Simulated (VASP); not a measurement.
# BAs: single point with HSE06

The system is BAs.

```
B As
1.0
     0.00000    2.30529    2.30529
     2.30529    0.00000    2.30529
     2.30529    2.30529    0.00000
B As
1 1
Direct
  0.00000 0.00000 0.00000
  0.50000 0.50000 0.50000
```

| Item | Value |
| --- | --- |
| Program | VASP 6.6.1 |
| Task | single point |
| Functional | HSE06 |
| Potentials or basis | VASP PAW PBE potentials, release 64 (B, As) |
| Cutoff | 520 eV |
| k mesh | 4 × 4 × 4 |
| Occupations | fermi-dirac, width 0.02 eV |
| Spin | no spin polarisation |

```
Pressure               : 2.9 GPa
Band gap on the k mesh : zero (band 4 reaches 8.57 eV, above the bottom of band 5 at 3.22 eV)
```

Levels at points of the mesh, in eV from the Fermi level:
```csv
k point,band 1,band 2,band 3,band 4,band 5,band 6,band 7,band 8
"(0.00, 0.00, 0.00)",-17.64,0.39,0.39,0.39,4.27,8.89,8.89,8.89
"(0.50, 0.00, 0.00)",-13.42,-10.86,1.58,1.58,1.71,1.71,4.98,6.28
"(0.50, 0.50, 0.00)",-11.85,-8.71,-4.06,-4.06,-3.77,4.22,12.11,12.11
```

Run time: 68 s on 1 thread of Intel(R) Xeon(R) 6975P-C (Granite Rapids) (shared host), peak memory 0.24 GiB.

Caveat: the k points lie up to 0.59 Å⁻¹ apart; the PAW data sets were made with another functional, which shifts forces and pressure a little.
